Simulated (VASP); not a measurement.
# CO2 (Cmce) in VASP: notebook, part 2 of 2

VASP 6.6.1. Earlier steps stand in the parts before.

**3. Relaxation of cell and atoms, r2SCAN+D3(BJ), target pressure 9 GPa, at which the enthalpy is minimised**

This run uses another cell than the first one, of 13.82 Å³/atom, 1.361 times its volume.

Input file POSCAR:

```
CO2
1.0
    2.6359112300     -2.3873781200      0.0000000000
    2.6359112300      2.3873781200      0.0000000000
    0.0000000000      0.0000000000      6.5871749100
C O
2 4
Direct
    0.0000000000      0.0000000000      0.0000000000
    0.5000000000      0.5000000000      0.5000000000
    0.8065085700      0.1934914300      0.8918433900
    0.1934914300      0.8065085700      0.1081566100
    0.6934914300      0.3065085700      0.3918433900
    0.3065085700      0.6934914300      0.6081566100
```

Input file INCAR.step1:

```
ALGO = Normal
EDIFF = 1E-4
ENCUT = 600
GGA = PE
ISMEAR = 0
LASPH = True
LCHARG = False
LREAL = False
LWAVE = True
NELM = 100
PREC = Accurate
SIGMA = 0.1
```

Input file INCAR.step2:

```
ALGO = Normal
EDIFF = 1E-6
EDIFFG = -0.05
ENCUT = 600
IBRION = 2
ISIF = 3
ISMEAR = 0
ISTART = 1
IVDW = 12
LASPH = True
LCHARG = False
LMIXTAU = True
LREAL = False
LWAVE = False
METAGGA = R2SCAN
NELM = 100
NSW = 80
PREC = Accurate
PSTRESS = 90.0
SIGMA = 0.1
VDW_A1 = 0.49484001
VDW_A2 = 5.73083694
VDW_S6 = 1.0
VDW_S8 = 0.78981345
```

Input file KPOINTS:

```
k-points
0
Gamma
  6 6 4
```

Potentials or basis: VASP PAW PBE potentials, release 64 (C, O).

Started as:

```bash
$ cat potpaw_PBE.64/C/POTCAR potpaw_PBE.64/O/POTCAR > POTCAR
$ cp INCAR.step1 INCAR
$ mpirun -np 1 vasp_std > vasp.out
$ cp INCAR.step2 INCAR
$ mpirun -np 1 vasp_std > vasp.out
```

OUTCAR:

```text
EDIFF = 1E-6
   EDIFFG = -0.05
   ENCUT = 600
   IBRION = 2
   ISIF = 3
   ISMEAR = 0
   ISTART = 1
   IVDW = 12
   LASPH = True
   LREAL = False
   METAGGA = R2SCAN
   NELM = 100
   NSW = 80
   PREC = Accurate
   PSTRESS = 90.0
 IVDW          = 12

 ion  position               nearest neighbor table
   1  0.000  0.000  0.000-   3 1.17   4 1.17
   2  0.500  0.500  0.500-   5 1.17   6 1.17
   3  0.807  0.193  0.892-   1 1.17
   4  0.193  0.807  0.108-   1 1.17
   5  0.693  0.307  0.392-   2 1.17
   6  0.307  0.693  0.608-   2 1.17

  LATTYP: Found a base centered orthorhombic cell.
 ALAT       =     4.7747562400
 B/A-ratio  =     1.1041029521
 C/A-ratio  =     1.3795834968

  Lattice vectors:

 A1 = (  -2.6359112300,  -2.3873781200,   0.0000000000)
 A2 = (   2.6359112300,  -2.3873781200,   0.0000000000)
 A3 = (   0.0000000000,   0.0000000000,   6.5871749100)

Analysis of symmetry for initial positions (statically):
=====================================================================
 Subroutine PRICEL returns:
 Original cell was already a primitive cell.

 Routine SETGRP: Setting up the symmetry group for a
 base centered orthorhombic supercell.

 Subroutine GETGRP returns: Found  8 space group operations
 (whereof  4 operations were pure point group operations)
 out of a pool of  8 trial point group operations.

The static configuration has the point symmetry C_2h.
 The point group associated with its full space group is D_2h.

Analysis of symmetry for dynamics (positions and initial velocities):
=====================================================================
 Subroutine PRICEL returns:
 Original cell was already a primitive cell.

 Routine SETGRP: Setting up the symmetry group for a
 base centered orthorhombic supercell.

 Subroutine GETGRP returns: Found  8 space group operations
 (whereof  4 operations were pure point group operations)
 out of a pool of  8 trial point group operations.

The dynamic configuration has the point symmetry C_2h.
 The point group associated with its full space group is D_2h.

 Subroutine INISYM returns: Found  8 space group operations
 (whereof  4 operations are pure point group operations),
 and found     1 'primitive' translations

[... 123 lines left out ...]
  volume/ion in A,a.u.               =      13.82        93.25
  Fermi-wavevector in a.u.,A,eV,Ry     =   1.191968  2.252492 19.330976  1.420787
  Thomas-Fermi vector in A             =   2.328017
   LORBIT       =      0    0 simple, 1 ext, 2 COOP (PROOUT), +10 PAW based schemes
   METAGGA = R2SCAN    functional components
   LHFCALC =     F    Hartree Fock is set to
   AEXX    =    0.0000 exact exchange contribution
   IVDW    =    12    specifies the selected vdW correction
   LEPSILON=     F    determine dielectric tensor
   LRPA    =     F    only Hartree local field effects (RPA)
 conjugate gradient relaxation of ions
 non-spin polarized calculation
 Gauss-broadening in eV      SIGMA  =   0.10
  energy-cutoff  :      600.00
  volume of cell :       82.91
 maximum number of plane-waves:      2800
   NGX = 15   NGY = 15   NGZ = 27

--------------------------------------- Ionic step        1  -------------------------------------------

 number of electron      32.0000011 magnetization

 Free energy of the ion-electron system (eV)
  ---------------------------------------------------
  ext. energy  EPLUGINS =         0.00000000
  ---------------------------------------------------
  free energy    TOTEN  =       -51.49865339 eV

  energy without entropy =      -51.49865339  energy(sigma->0) =      -51.49865339

------------------------ aborting loop because EDIFF is reached ----------------------------------------

 Edisp (eV)   -0.22450

 E8    (eV) :    -0.0420
[... 125 lines left out ...]
  energy  without entropy=      -51.5888747249  energy(sigma->0) =      -51.58887472

  enthalpy is  TOTEN    =       -47.2291804870 eV   P V=        4.3596942379

 E-fermi :  -1.9562     XC(G=0):  -9.5338

 val. band max:       -2.3999388999   @ k =   0.5000   0.5000   0.0000
 cond. band min:       5.1698297619   @ k =   0.0000   0.0000   0.0000
 fundamental gap:      7.5697686618
 Fermi energy:        -1.9562353355

 k-point     1 :       0.0000    0.0000    0.0000
  band No.  band energies     occupation
      1     -25.0284      2.00000
      2     -24.7446      2.00000
      3     -23.6231      2.00000
      4     -23.4826      2.00000
      5      -8.2446      2.00000
      6      -8.1207      2.00000
[... 541 lines left out ...]
     19       7.4580      0.00000
     20       7.5620      0.00000

 [... further k-points ...]

[... ionic steps 4 to 8 ...]

--------------------------------------- Ionic step        9  -------------------------------------------

 number of electron      31.9999998 magnetization

------------------------ aborting loop because EDIFF is reached ----------------------------------------
[... 87 lines left out ...]
--------------------------------------- Ionic step       11  -------------------------------------------

 number of electron      31.9999995 magnetization

 Free energy of the ion-electron system (eV)
  ---------------------------------------------------
  ext. energy  EPLUGINS =         0.00000000
  ---------------------------------------------------
  free energy    TOTEN  =       -51.04138900 eV

  energy without entropy =      -51.04138900  energy(sigma->0) =      -51.04138900

 E-fermi :  -0.6105     XC(G=0): -10.4379

 val. band max:       -1.0228882693   @ k =   0.5000   0.5000   0.0000
 cond. band min:       5.5508752227   @ k =   0.0000   0.0000   0.0000
 fundamental gap:      6.5737634920
 Fermi energy:        -0.6104719405

 k-point     1 :       0.0000    0.0000    0.0000
  band No.  band energies     occupation
      1     -23.9876      2.00000
      2     -23.4904      2.00000
      3     -22.3604      2.00000
      4     -22.0991      2.00000
      5      -7.5673      2.00000
      6      -7.0666      2.00000
[... 584 lines left out ...]
  energy  without entropy=      -51.3473706570  energy(sigma->0) =      -51.34737066

  enthalpy is  TOTEN    =       -47.9385424780 eV   P V=        3.4088281791

 reached required accuracy - stopping structural energy minimisation
```

OSZICAR.step1:

```text
N       E                     dE             d eps       ncg     rms          rms(c)
DAV:   1     0.218931433540E+03    0.21893E+03   -0.18683E+04  1560   0.165E+03
DAV:   2    -0.356788469475E+02   -0.25461E+03   -0.24598E+03  2280   0.342E+02
DAV:   3    -0.490212513966E+02   -0.13342E+02   -0.13288E+02  1784   0.855E+01
DAV:   4    -0.491800556790E+02   -0.15880E+00   -0.15832E+00  2032   0.102E+01
DAV:   5    -0.491826500909E+02   -0.25944E-02   -0.25935E-02  1748   0.129E+00    0.135E+01
DAV:   6    -0.462384573291E+02    0.29442E+01   -0.11093E+01  1772   0.247E+01    0.603E+00
DAV:   7    -0.460330115869E+02    0.20545E+00   -0.48134E-01  1820   0.572E+00    0.345E+00
DAV:   8    -0.459792432414E+02    0.53768E-01   -0.34846E-01  1728   0.426E+00    0.791E-01
DAV:   9    -0.459719922145E+02    0.72510E-02   -0.33737E-02  1804   0.146E+00    0.290E-01
DAV:  10    -0.459722970701E+02   -0.30486E-03   -0.41508E-03  1832   0.514E-01    0.517E-02
DAV:  11    -0.459724164463E+02   -0.11938E-03   -0.16307E-04  1332   0.100E-01    0.151E-02
DAV:  12    -0.459724323680E+02   -0.15922E-04   -0.20560E-05  1116   0.369E-02
   1 F= -.45972432E+02 E0= -.45972432E+02  d E =-.156934E-10
```

Wall time 14 min (1 thread of Intel Xeon 6975P-C (Granite Rapids), shared host); peak memory 0.24 GiB.

What came out:

```yaml
Free_energy: -51.3474 eV
Relaxed_volume: 10.11 Å³/atom
Relaxed_cell: a = 3.198 Å, b = 3.198 Å, c = 5.944 Å, α = 90.00°, β = 90.00°, γ = 86.68°
Space_group_after_relaxing_to_0.05_Å: Cmce (No. 64)
Energy_change_on_relaxing_the_enthalpy_is_what_falls: +62.6 meV/atom
Ionic_steps: 11
Pressure_after_relaxing: 9.0 GPa
Largest_force_after_relaxing: 0.030 eV/Å
Band_gap_on_the_k_mesh: 6.57 eV, indirect (least direct gap 7.66 eV)
Dispersion_energy_per_atom: -0.051 eV
```

Forces on the atoms (eV/Å):
```
C    0.000  0.000  0.000
C    0.000  0.000  0.000
O    0.000  0.030  0.004
O    0.000 -0.030 -0.004
O    0.000 -0.030  0.004
O    0.000  0.030 -0.004
```

Stress tensor (GPa, compression positive):
```
9.51 0.00 0.00
0.00 8.31 0.00
0.00 0.00 9.13
```

Step by step:
```tsv
step	energy change (eV)	largest force (eV/Å)	pressure (GPa)	volume (Å³)
1	0.0000	0.0264	-0.33	82.91
2	0.4664	5.4691	18.60	73.62
3	0.1343	2.8799	9.19	77.61
4	0.1244	2.6915	9.20	75.74
5	0.1380	2.1794	9.79	70.30
6	0.4353	1.3278	14.47	60.19
7	0.3368	0.4224	6.47	61.53
8	0.3544	0.0852	8.80	61.12
9	0.3564	0.0788	8.81	61.08
10	0.3627	0.0609	8.86	60.95
11	0.3758	0.0304	8.98	60.68
```

Final structure:
```cif
data_structure
_symmetry_space_group_name_H-M 'P 1'
_symmetry_Int_Tables_number 1
_cell_length_a 3.1978
_cell_length_b 3.1978
_cell_length_c 5.9443
_cell_angle_alpha 90.000
_cell_angle_beta 90.000
_cell_angle_gamma 86.677
_cell_volume 60.68
loop_
_atom_site_label
_atom_site_type_symbol
_atom_site_fract_x
_atom_site_fract_y
_atom_site_fract_z
_atom_site_occupancy
C1 C 0.00000 0.00000 0.00000 1
C2 C 0.50000 0.50000 0.50000 1
O1 O 0.78874 0.21126 0.88228 1
O2 O 0.21126 0.78874 0.11772 1
O3 O 0.71126 0.28874 0.38228 1
O4 O 0.28874 0.71126 0.61772 1
```

Levels at points of the mesh, in eV from the valence-band top:
```csv
k point,band 14,band 15,band 16,band 17,band 18,band 19
"(0.00, 0.00, 0.00)",-1.84,-1.10,-1.08,6.57,7.51,7.61
"(0.50, 0.00, 0.00)",-1.29,-0.56,-0.56,7.43,7.43,9.27
"(0.50, 0.50, 0.00)",-1.45,-0.65,0.00,7.92,9.69,9.88
"(0.00, 0.00, 0.50)",-1.48,-1.43,-1.43,7.18,7.18,8.38
"(0.50, 0.00, 0.50)",-1.47,-0.48,-0.48,7.58,7.58,9.36
"(0.50, 0.50, 0.50)",-1.39,-0.66,-0.66,8.95,8.95,9.77
```

Caveat: the cell is relaxed towards a set pressure, so the enthalpy falls and the energy may rise; the volume moved by over 15 % at a fixed basis, so the end points are rough; the PAW data sets were made with another functional, which shifts forces and pressure a little; the relaxation stopped at a loose force limit of 0.05 eV/Å, so its end isn't a converged minimum.
